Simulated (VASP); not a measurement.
Set up this calculation in VASP 6.6.1, as the native input.

```yaml
Task: single point
Functional: LDA
Potentials_or_basis: VASP PAW LDA potentials, release 64 (B, N)
Cutoff: 600 eV
k_mesh: 10 × 10 × 10
Occupations: gaussian, width 0.1 eV
Spin: no spin polarisation
Dipole_correction: no
Further_INCAR_settings: ALGO = Normal; EDIFF = 1e-06; NBANDS = 11
```

The structure of BN (l) lies in POSCAR:

```
BN
1.0
    0.0000000000      1.7905522030      1.7905522030
    1.7905522030      0.0000000000      1.7905522030
    1.7905522030      1.7905522030      0.0000000000
B N
1 1
Direct
    0.0000000000      0.0000000000      0.0000000000
    0.2500000000      0.2500000000      0.2500000000
```

These files were run (other wordings do the same):

INCAR

```
SYSTEM = BN
  PREC = Accurate
  ENCUT = 600
  EDIFF = 1E-6
  ISMEAR = 0
  SIGMA = 0.1
  LREAL = .FALSE.
  LASPH = .TRUE.
  NELM = 120
  ALGO = Normal
  ISIF = 2
  LWAVE = .FALSE.
  LCHARG = .FALSE.
  GGA = CA
  NBANDS = 11
  GGA_COMPAT = .FALSE.
```

KPOINTS

```
regular mesh
0
G
  10 10 10
  0 0 0
```

Potentials or basis: VASP PAW LDA potentials, release 64 (B, N).

Command:

```sh
$ cat potpaw_LDA.64/B/POTCAR potpaw_LDA.64/N/POTCAR > POTCAR
$ mpirun -np 1 vasp_std > vasp.out
```

It gave:

```yaml
Pressure: 0.6 GPa
Band_gap_on_the_k_mesh: 4.38 eV, indirect (least direct gap 8.82 eV)
```

It took 6.7 s on 1 thread of AMD EPYC 7R43 64-Core Processor (Zen 3) (shared host), peak memory 0.08 GiB.
